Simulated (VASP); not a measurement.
Here is a VASP 6.6.1 calculation.

Contents of POSCAR:

```
ZnF2
1.0
    4.7038118600      0.0000000000      0.0000000000
    0.0000000000      4.7038118600      0.0000000000
    0.0000000000      0.0000000000      3.1291321000
Zn F
2 4
Direct
    0.0000000000      0.0000000000      0.0000000000
    0.5000000000      0.5000000000      0.5000000000
    0.3032131100      0.3032131100      0.0000000000
    0.1967868900      0.8032131100      0.5000000000
    0.6967868900      0.6967868900      0.0000000000
    0.8032131100      0.1967868900      0.5000000000
```

The input INCAR.step1:

```
SYSTEM = ZnF2
  PREC = Accurate
  ENCUT = 660
  ISMEAR = -1
  SIGMA = 0.02
  LREAL = .False.
  LASPH = .True.
  NELM = 120
  NBANDS = 35
  GGA = PE
  ALGO = Normal
  EDIFF = 1E-5
  LWAVE = .True.
  LCHARG = .False.
  GGA_COMPAT = .False.
```

The input INCAR.step2:

```
SYSTEM = ZnF2
  PREC = Accurate
  ENCUT = 660
  EDIFF = 1E-6
  ISMEAR = -1
  SIGMA = 0.02
  LREAL = .False.
  LASPH = .True.
  NELM = 120
  ALGO = Normal
  ISIF = 2
  LWAVE = .False.
  LCHARG = .False.
  METAGGA = R2SCAN
  LMIXTAU = .True.
  NBANDS = 35
  ISTART = 1
  GGA_COMPAT = .False.
```

File KPOINTS:

```
Automatic mesh
0
Gamma
  6 6 10
  0 0 0
```

Potentials or basis: VASP PAW PBE potentials, release 64 (Zn, F).

The run is started by

```console
$ cat potpaw_PBE.64/Zn/POTCAR potpaw_PBE.64/F/POTCAR > POTCAR
$ cp INCAR.step1 INCAR
$ mpirun -np 1 vasp_std > vasp.out
$ cp INCAR.step2 INCAR
$ mpirun -np 1 vasp_std > vasp.out
```

What does it give for the pressure?

0.2 GPa.

Predict the largest force.

0.014 eV/Å.

Stress tensor (GPa, compression positive):
```
0.15 0.00 0.00
0.00 0.15 0.00
0.00 0.00 0.31
```

Caveat: the PAW data sets were made with another functional, which shifts forces and pressure a little.
